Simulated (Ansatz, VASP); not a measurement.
Cu: VASP beside Ansatz

```
Cu
1.0
    -3.56337    3.56337    0.00000
    -3.56337    0.00000    3.56337
     0.00000    3.56337    3.56337
Cu
8
Direct
  0.00000 0.00000 0.00000
  0.50000 0.00000 0.00000
  0.00000 0.50000 0.00000
  0.00000 0.00000 0.50000
  0.50000 0.50000 0.00000
  0.50000 0.00000 0.50000
  0.00000 0.50000 0.50000
  0.50000 0.50000 0.50000
```

Alike in both runs: task single point; functional PBEsol; k mesh 14 × 14 × 14; occupations gaussian, width 0.15 eV; no spin polarisation.

|  | VASP | Ansatz |
| --- | --- | --- |
| version | VASP 6.6.1 | Ansatz 0.2.0 |
| potentials or method | VASP PAW PBE potentials, release 64 (Cu), cutoff 520 eV | scalar-relativistic, plane waves, PAW |
| valence electrons in the cell | 88 | 152 |

```tsv
	VASP	Ansatz	Ansatz less VASP
gap on the k mesh at the Fermi level (eV)	none	none	-
pressure (GPa)	0.5	0.0	-0.44
```

VASP's potentials were made for PBE, not for PBEsol. A gap of «none» marks a metal or a gap that the smearing closes. With one functional, cell and mesh, what is left measures potentials, basis and numerics. VASP's potentials hold 88 valence electrons a cell and Ansatz's 152, so a difference there can come from the potentials and not from the codes.
